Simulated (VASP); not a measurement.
# SiC (P6_3mc) in VASP: settings compared

The runs below take SiC through single point, with PBE, r2SCAN, HSE06.

Program: VASP 6.6.1. These are calculated values, not measurements. Logs are shortened: lines on timing, memory, paths and dates and some standing lists are left out, and cuts for length are marked.

### 1 The cell of the first run

It takes space group P6_3mc (No. 186, hexagonal). Conventional cell: a = 2.911 Å, b = 2.911 Å, c = 4.778 Å, α = 90.00°, β = 90.00°, γ = 120.00°. Si (site symmetry 3m) has 4 C at 1.78 to 1.79 Å within 2.4 Å. C (site symmetry 3m) has 4 Si at 1.78 to 1.79 Å within 2.4 Å.

### 2 Single point, PBE (strain -5.4%)

INCAR reads:

```
ALGO = Normal ; EDIFF = 1E-6
ENCUT = 520 ; GGA = PE
ISIF = 2 ; ISMEAR = -1
LASPH = True ; LCHARG = False
LREAL = False ; LWAVE = False
NBANDS = 16 ; NELM = 100
PREC = Accurate ; SIGMA = 0.02
```

KPOINTS reads:

```
k-points
0
Gamma
  12 12 6
```

POSCAR reads:

```
SiC
1.0
    2.9105171565      0.0000000000      0.0000000000
   -1.4552585783      2.5205817956      0.0000000000
    0.0000000000      0.0000000000      4.7775295131
Si C
2 2
Direct
    0.3333333333      0.6666666667     -0.0002965308
    0.6666666667      0.3333333333      0.4997034692
    0.3333333333      0.6666666667      0.3752965308
    0.6666666667      0.3333333333      0.8752965308
```

Potentials or basis: VASP PAW PBE potentials, release 64 (Si, C).

On the command line:

```console
$ cat potpaw_PBE.64/Si/POTCAR potpaw_PBE.64/C/POTCAR > POTCAR
$ mpirun -np 1 vasp_std > vasp.out
```

OUTCAR:

```text
EDIFF = 1E-6
   ENCUT = 520
   GGA = PE
   ISIF = 2
   ISMEAR = -1
   LASPH = True
   LREAL = False
   NELM = 100
   PREC = Accurate

 ion  position               nearest neighbor table
   1  0.333  0.667  1.000-   4 1.78   4 1.78   4 1.78   3 1.79   2 2.92   2 2.92   2 2.92   2 2.92
                             2 2.92   2 2.92
   2  0.667  0.333  0.500-   3 1.78   3 1.78   3 1.78   4 1.79   1 2.92   1 2.92   1 2.92   1 2.92
                             1 2.92   1 2.92
   3  0.333  0.667  0.375-   2 1.78   2 1.78   2 1.78   1 1.79
   4  0.667  0.333  0.875-   1 1.78   1 1.78   1 1.78   2 1.79

  LATTYP: Found a hexagonal cell.
 ALAT       =     2.9105171565
 C/A-ratio  =     1.6414710020

  Lattice vectors:

 A1 = (   2.9105171565,   0.0000000000,   0.0000000000)
 A2 = (  -1.4552585783,   2.5205817956,   0.0000000000)
 A3 = (   0.0000000000,   0.0000000000,   4.7775295131)

Analysis of symmetry for initial positions (statically):
=====================================================================
 Subroutine PRICEL returns:
 Original cell was already a primitive cell.

 Routine SETGRP: Setting up the symmetry group for a
 hexagonal supercell.

 Subroutine GETGRP returns: Found 12 space group operations
 (whereof  6 operations were pure point group operations)
 out of a pool of 24 trial point group operations.

The static configuration has the point symmetry C_3v.
 The point group associated with its full space group is C_6v.

Analysis of symmetry for dynamics (positions and initial velocities):
=====================================================================
 Subroutine PRICEL returns:
 Original cell was already a primitive cell.

 Routine SETGRP: Setting up the symmetry group for a
 hexagonal supercell.

 Subroutine GETGRP returns: Found 12 space group operations
 (whereof  6 operations were pure point group operations)
 out of a pool of 24 trial point group operations.

The dynamic configuration has the point symmetry C_3v.
 The point group associated with its full space group is C_6v.

 Subroutine INISYM returns: Found 12 space group operations
 (whereof  6 operations are pure point group operations),
 and found     1 'primitive' translations

----------------------------------------------------------------------------------------

                                     Primitive cell

  volume of cell :      35.0489

  direct lattice vectors                    reciprocal lattice vectors
     2.910517157  0.000000000  0.000000000     0.343581551  0.198366901  0.000000000
    -1.455258578  2.520581796  0.000000000     0.000000000  0.396733802  0.000000000
     0.000000000  0.000000000  4.777529513     0.000000000  0.000000000  0.209313202

  length of vectors
     2.910517157  2.910517156  4.777529513     0.396733802  0.396733802  0.209313202

  position of ions in fractional coordinates (direct lattice)
     0.333333333  0.666666667  0.999703469
     0.666666667  0.333333333  0.499703469
     0.333333333  0.666666667  0.375296531
     0.666666667  0.333333333  0.875296531

  ion indices of the primitive-cell ions
   primitive index   ion index
                 1           1
                 2           2
                 3           3
                 4           4

----------------------------------------------------------------------------------------

 KPOINTS: k-points

Automatic generation of k-mesh.
 Grid dimensions read from file:
 generate k-points for:   12   12    6

 Generating k-lattice:

  Cartesian coordinates                     Fractional coordinates (reciprocal lattice)
     0.028631796  0.016530575  0.000000000     0.083333333  0.000000000  0.000000000
     0.000000000  0.033061150  0.000000000     0.000000000  0.083333333  0.000000000
     0.000000000  0.000000000  0.034885534     0.000000000  0.000000000  0.166666667

  Length of vectors
     0.033061150  0.033061150  0.034885534

  Shift w.r.t. Gamma in fractional coordinates (k-lattice)
     0.000000000  0.000000000  0.000000000

 Subroutine IBZKPT returns following result:
 ===========================================

 Found     76 irreducible k-points:

 Following reciprocal coordinates:
            Coordinates               Weight
  0.000000  0.000000  0.000000      1.000000
  0.083333 -0.000000  0.000000      6.000000
  0.166667 -0.000000  0.000000      6.000000
  0.250000 -0.000000  0.000000      6.000000
  0.333333 -0.000000  0.000000      6.000000
  0.416667 -0.000000  0.000000      6.000000
[... 16 lines left out ...]
  0.250000 -0.000000  0.166667     12.000000
  0.333333 -0.000000  0.166667     12.000000
 [... further k-points ...]
   k-points           NKPTS =     76   k-points in BZ     NKDIM =     76   number of bands    NBANDS=     16
   number of dos      NEDOS =    301   number of ions     NIONS =      4
   total plane-waves  NPLWV =  20736
   dimension x,y,z NGX =    24 NGY =   24 NGZ =   36
   dimension x,y,z NGXF=    48 NGYF=   48 NGZF=   72
   ions per type =               2   2
   NGX,Y,Z   is equivalent  to a cutoff of  13.71, 13.71, 12.53 a.u.
   NGXF,Y,Z  is equivalent  to a cutoff of  27.42, 27.42, 25.05 a.u.
 SYSTEM =  unknown system
   PREC   = accura    normal or accurate (medium, high low for compatibility)
   ISTART =      0    job   : 0-new  1-cont  2-samecut
   ICHARG =      2    charge: 1-file 2-atom 10-const
   ISPIN  =      1    spin polarized calculation?
   LNONCOLLINEAR =      F non collinear calculations
   LSORBIT =      F    spin-orbit coupling
   LASPH  =      T    aspherical Exc in radial PAW
   ENCUT  =  520.0 eV  38.22 Ry    6.18 a.u.   5.41  5.41  8.88*2*pi/ulx,y,z
   NELM   =    100;   NELMIN=  2; NELMDL= -5     # of ELM steps
   EDIFF  = 0.1E-05   stopping-criterion for ELM
   LREAL  =      F    real-space projection
   EDIFFG = 0.1E-04   stopping-criterion for IOM
   NSW    =      0    number of steps for IOM
   IBRION =     -1    ionic relax: 0-MD 1-quasi-New 2-CG
   NFREE  =      0    steps in history (QN), initial steepest desc. (CG)
   ISIF   =      2    stress and relaxation
   ISYM   =      2    0-nonsym 1-usesym 2-fastsym
   POTIM  = 0.5000    time-step for ionic-motion
   TEBEG  =    0.0;   TEEND  =   0.0 temperature during run
   PSTRESS=    0.0 pullay stress
   NELECT =      16.0000    total number of electrons
   NUPDOWN=      -1.0000    fix difference up-down
   EMIN   =  10.00;   EMAX   =-10.00  energy-range for DOS
   EFERMI =   0.00;   METHOD = LEGACY
   ISMEAR =    -1;   SIGMA  =   0.02  broadening in eV -4-tet -1-fermi 0-gaus
   EFERMI_NEDOS =   21; number of points for ismear=-14 and -15
   IALGO  =     38    algorithm
   IMIX   =      4    mixing-type and parameters
     AMIX     =   0.40;   BMIX     =  1.00
     AMIX_MAG =   1.60;   BMIX_MAG =  1.00
  volume/ion in A,a.u.               =       8.76        59.13
  Fermi-wavevector in a.u.,A,eV,Ry     =   1.260540  2.382076 21.619136  1.588962
  Thomas-Fermi vector in A             =   2.394045
   LORBIT       =      0    0 simple, 1 ext, 2 COOP (PROOUT), +10 PAW based schemes
   GGA     = PE    functional components
   LHFCALC =     F    Hartree Fock is set to
   AEXX    =    0.0000 exact exchange contribution
   IVDW    =     0    specifies the selected vdW correction
   LEPSILON=     F    determine dielectric tensor
   LRPA    =     F    only Hartree local field effects (RPA)
 non-spin polarized calculation
  energy-cutoff  :      520.00
  volume of cell :       35.05
 maximum number of plane-waves:       966
 NGX is ok and might be reduce to    24
   NGX = 11   NGY = 11   NGZ = 17

 number of electron      16.0000001 magnetization

 Free energy of the ion-electron system (eV)
  ---------------------------------------------------
  ext. energy  EPLUGINS =         0.00000000
  ---------------------------------------------------
  free energy    TOTEN  =       -29.08269254 eV

  energy without entropy =      -29.08269254  energy(sigma->0) =      -29.08269254

 E-fermi :  10.7241     XC(G=0): -12.0881

 val. band max:       10.2538397412   @ k =   0.0000   0.0000   0.0000
 cond. band min:      12.1997611810   @ k =   0.3333   0.3333   0.0000
 fundamental gap:      1.9459214399
 Fermi energy:        10.7240763008

 k-point     1 :       0.0000    0.0000    0.0000
  band No.  band energies     occupation
      1      -6.7008      2.00000
      2      -2.4735      2.00000
      3       0.5417      2.00000
      4       8.8722      2.00000
      5       8.8722      2.00000
      6      10.1269      2.00000
[... 8 lines left out ...]
     15      20.4472      0.00000
     16      22.3820      0.00000

 k-point     2 :       0.0833   -0.0000    0.0000
  band No.  band energies     occupation
      1      -6.5637      2.00000
      2      -2.3573      2.00000
      3       0.6738      2.00000
      4       8.1449      2.00000
      5       8.6254      2.00000
      6       9.8025      2.00000
[... 8 lines left out ...]
     15      20.7278      0.00000
     16      21.3596      0.00000

 k-point     3 :       0.1667   -0.0000    0.0000
  band No.  band energies     occupation
      1      -6.1554      2.00000
      2      -2.0181      2.00000
      3       1.0643      2.00000
      4       6.5099      2.00000
      5       8.0786      2.00000
      6       8.6772      2.00000
[... 8 lines left out ...]
     15      21.0275      0.00000
     16      21.0519      0.00000

 k-point     4 :       0.2500   -0.0000    0.0000
  band No.  band energies     occupation
      1      -5.4864      2.00000
      2      -1.4946      2.00000
      3       1.6882      2.00000
      4       4.6499      2.00000
      5       7.2214      2.00000
      6       7.4942      2.00000
[... 8 lines left out ...]
     15      21.4952      0.00000
     16      21.9917      0.00000
[... 324 lines left out ...]
 k-point    22 :       0.1667   -0.0000    0.1667
  band No.  band energies     occupation
      1      -6.0027      2.00000
      2      -2.6946      2.00000
      3       1.9595      2.00000
      4       6.6397      2.00000
      5       8.1791      2.00000
      6       8.2799      2.00000
[... 8 lines left out ...]
     15      21.0908      0.00000
     16      21.7125      0.00000

 k-point    23 :       0.2500   -0.0000    0.1667
  band No.  band energies     occupation
      1      -5.3359      2.00000
      2      -2.1201      2.00000
      3       2.4562      2.00000
      4       4.8592      2.00000
      5       6.7903      2.00000
      6       7.6032      2.00000
[... 8 lines left out ...]
     15      22.0896      0.00000
     16      22.4830      0.00000

 k-point    24 :       0.3333   -0.0000    0.1667
  band No.  band energies     occupation
      1      -4.4363      2.00000
      2      -1.4272      2.00000
      3       2.4029      2.00000
      4       3.9266      2.00000
      5       5.2097      2.00000
      6       7.1285      2.00000
[... 8 lines left out ...]
     15      23.2215      0.00000
     16      23.7256      0.00000

 [... further k-points ...]

------------------------ aborting loop because EDIFF is reached ----------------------------------------

  FORCE on cell =-STRESS in cart. coord.  units (eV):
  Direction    XX          YY          ZZ          XY          YZ          ZX
  --------------------------------------------------------------------------------------
  -------------------------------------------------------------------------------------
  Total       12.0595290     12.0595290     11.7603590     -0.0000000      0.0000000      0.0000000
  in kB      551.2728327    551.2728327    537.5969850     -0.0000000      0.0000000      0.0000000
  external PRESSURE =     546.7142168 kB  Pullay stress =       0.0000000 kB

 VOLUME and BASIS-vectors are now :
 -----------------------------------------------------------------------------
  energy-cutoff  :      520.00
  volume of cell :       35.05
      direct lattice vectors                 reciprocal lattice vectors
     2.910517157  0.000000000  0.000000000     0.343581551  0.198366901  0.000000000
    -1.455258578  2.520581796  0.000000000     0.000000000  0.396733802  0.000000000
     0.000000000  0.000000000  4.777529513     0.000000000  0.000000000  0.209313202

 POSITION                                       TOTAL-FORCE (eV/Angst)
 -----------------------------------------------------------------------------------
     -0.00000      1.68039      4.77611         0.000000      0.000000      0.007376
      1.45526      0.84019      2.38735         0.000000     -0.000000      0.007376
     -0.00000      1.68039      1.79299         0.000000      0.000000     -0.007376
      1.45526      0.84019      4.18176        -0.000000      0.000000     -0.007376
 -----------------------------------------------------------------------------------
    total drift:                               -0.000000      0.000000     -0.000347

  FREE ENERGIE OF THE ION-ELECTRON SYSTEM (eV)
  ---------------------------------------------------
  free  energy   TOTEN  =       -29.0826925352 eV

  energy  without entropy=      -29.0826925352  energy(sigma->0) =      -29.08269254
```

Wall time 21 s (1 thread of AMD EPYC 9R45 (Zen 5), shared host); peak memory 0.14 GiB.

Results:

| Item | Value |
| --- | --- |
| Free energy | -29.0827 eV |
| Pressure | 54.7 GPa |
| Largest force | 0.007 eV/Å |
| Band gap on the k mesh | 1.95 eV, indirect (least direct gap 4.30 eV) |

Forces on the atoms (eV/Å):
```
Si   0.000  0.000  0.007
Si   0.000  0.000  0.007
C    0.000  0.000 -0.007
C    0.000  0.000 -0.007
```

Stress tensor (GPa, compression positive):
```
55.13  0.00  0.00
 0.00 55.13  0.00
 0.00  0.00 53.76
```

Levels at points of the mesh, in eV from the valence-band top:
```
           k point  band 4  band 5  band 6  band 7  band 8  band 9  band 10  band 11  band 12  band 13
(0.00, 0.00, 0.00)   -1.38   -1.38   -0.13    0.00    0.00    6.27     7.72     7.72     7.90     9.31
(0.50, 0.00, 0.00)   -6.72   -6.02   -3.78   -3.65   -1.23    3.07     4.37     7.80     8.16    11.23
(0.00, 0.00, 0.50)   -4.79   -0.74   -0.74   -0.74   -0.74    7.36     7.36     8.30     8.30     8.30
(0.50, 0.00, 0.50)   -9.08   -2.66   -2.66   -2.50   -2.50    3.61     3.61     6.03     6.03    11.58
```

Caveat: the cell differs from its parent crystal (strain -5.4%). A k mesh can miss the band edges.

### 3 Single point, r2SCAN (strain -5.4%)

POSCAR is that of step 2.

INCAR.step1 reads:

```
PREC = Accurate ; ENCUT = 520
ISMEAR = 0 ; SIGMA = 0.01
LREAL = False ; LASPH = True
NELM = 100 ; NBANDS = 16
GGA = PE ; ALGO = Normal
EDIFF = 1E-4 ; LWAVE = True
LCHARG = False
```

INCAR.step2 reads:

```
PREC = Accurate ; ENCUT = 520
EDIFF = 1E-6 ; ISMEAR = 0
SIGMA = 0.01 ; LREAL = False
LASPH = True ; NELM = 100
ALGO = Normal ; ISIF = 2
LWAVE = False ; LCHARG = False
METAGGA = R2SCAN ; LMIXTAU = True
NBANDS = 16 ; ISTART = 1
```

KPOINTS reads:

```
regular mesh
0
Gamma
  12 12 6
```

Potentials or basis: VASP PAW PBE potentials, release 64 (Si, C).

On the command line:

```console
$ cat potpaw_PBE.64/Si/POTCAR potpaw_PBE.64/C/POTCAR > POTCAR
$ cp INCAR.step1 INCAR
$ mpirun -np 1 vasp_std > vasp.out
$ cp INCAR.step2 INCAR
$ mpirun -np 1 vasp_std > vasp.out
```

Wall time 1.8 min (1 thread of AMD EPYC 9R45 (Zen 5), shared host); peak memory 0.14 GiB.

The run converged. Its results:

* Free energy: -37.7577 eV
* Pressure: 51.2 GPa
* Band gap on the k mesh: 2.39 eV, indirect (least direct gap 4.88 eV)

Stress tensor (GPa, compression positive):
```
51.67  0.00  0.00
 0.00 51.67  0.00
 0.00  0.00 50.34
```

Levels at points of the mesh, in eV from the valence-band top:
```
           k point  band 6  band 7  band 8  band 9  band 10  band 11
(0.00, 0.00, 0.00)   -0.13    0.00    0.00    6.95     8.33     8.33
(0.50, 0.00, 0.00)   -3.84   -3.81   -1.29    3.59     4.85     8.37
(0.00, 0.00, 0.50)   -0.78   -0.78   -0.78    8.06     8.06     8.91
(0.50, 0.00, 0.50)   -2.78   -2.61   -2.61    4.11     4.11     6.64
```

Caveat: the cell differs from its parent crystal (strain -5.4%); the PAW data sets were made with another functional, which shifts forces and pressure a little. A k mesh can miss the band edges.

### 4 Single point, HSE06 (strain -5.4%)

POSCAR is that of step 3.

INCAR.step1 reads:

```
ALGO = Normal ; EDIFF = 1E-5
ENCUT = 520 ; GGA = PE
ISIF = 2 ; ISMEAR = 0
LASPH = True ; LCHARG = False
LREAL = False ; LWAVE = True
NBANDS = 16 ; NELM = 100
PREC = Accurate ; SIGMA = 0.01
```

INCAR.step2 reads:

```
ALGO = Normal ; EDIFF = 1E-6
ENCUT = 520 ; GGA = PE
HFSCREEN = 0.2079 ; ISIF = 2
ISMEAR = 0 ; ISTART = 1
LASPH = True ; LCHARG = False
LHFCALC = True ; LREAL = False
LWAVE = False ; NBANDS = 16
NELM = 100 ; PREC = Accurate
PRECFOCK = Normal ; SIGMA = 0.01
```

KPOINTS reads:

```
k-points
0
Gamma
  6 6 4
```

On the command line:

```console
$ cat potpaw_PBE.64/Si/POTCAR potpaw_PBE.64/C/POTCAR > POTCAR
$ cp INCAR.step1 INCAR
$ mpirun -np 1 vasp_std > vasp.out
$ cp INCAR.step2 INCAR
$ mpirun -np 1 vasp_std > vasp.out
```

Wall time 18 min (1 thread of Intel Xeon Platinum 8375C at 2.90GHz (Ice Lake), shared host); peak memory 0.25 GiB.

It converged, with:

```
Free energy            : -34.0030 eV
Pressure               : 49.8 GPa
Largest force          : 0.020 eV/Å
Band gap on the k mesh : 2.88 eV, indirect (least direct gap 5.46 eV)
```

Forces on the atoms (eV/Å):
```
Si   0.000  0.000 -0.020
Si   0.000  0.000 -0.020
C    0.000  0.000  0.020
C    0.000  0.000  0.020
```

Stress tensor (GPa, compression positive):
```
50.41  0.00  0.00
 0.00 50.41  0.00
 0.00  0.00 48.69
```

Levels at points of the mesh, in eV from the valence-band top:
```tsv
k point	band 5	band 6	band 7	band 8	band 9	band 10	band 11	band 12
(0.00, 0.00, 0.00)	-1.53	-0.13	0.00	0.00	7.56	9.04	9.04	9.28
(0.50, 0.00, 0.00)	-6.56	-4.03	-4.01	-1.36	4.10	5.46	9.11	9.47
(0.00, 0.00, 0.50)	-0.82	-0.82	-0.82	-0.82	8.69	8.69	9.65	9.65
(0.50, 0.00, 0.50)	-2.92	-2.92	-2.73	-2.73	4.67	4.67	7.23	7.23
```

Caveat: the cell differs from its parent crystal (strain -5.4%); the PAW data sets were made with another functional, which shifts forces and pressure a little. A k mesh can miss the band edges.

### 5 Summary

```csv
level,k mesh,smearing,grid for exact exchange (PRECFOCK),screening parameter,gap on the mesh (eV),pressure (GPa),largest force (eV/Å)
PBE,12 × 12 × 6,fermi-dirac 0.02 eV,-,-,1.95,54.7,0.01
r2SCAN,12 × 12 × 6,gaussian 0.01 eV,-,-,2.39,51.2,-
HSE06,6 × 6 × 4,gaussian 0.01 eV,Normal,0.2079 1/Å,2.88,49.8,0.02
```

Alike in all rows: task single point; potentials or basis VASP PAW PBE potentials, release 64 (Si, C); no spin polarisation; cell as given; cutoff (eV) 520.

Caveats: the PAW data sets were made with another functional, which shifts forces and pressure a little (some runs).

Total energies depend on the potentials used, so only differences within one code and one set of settings carry meaning.
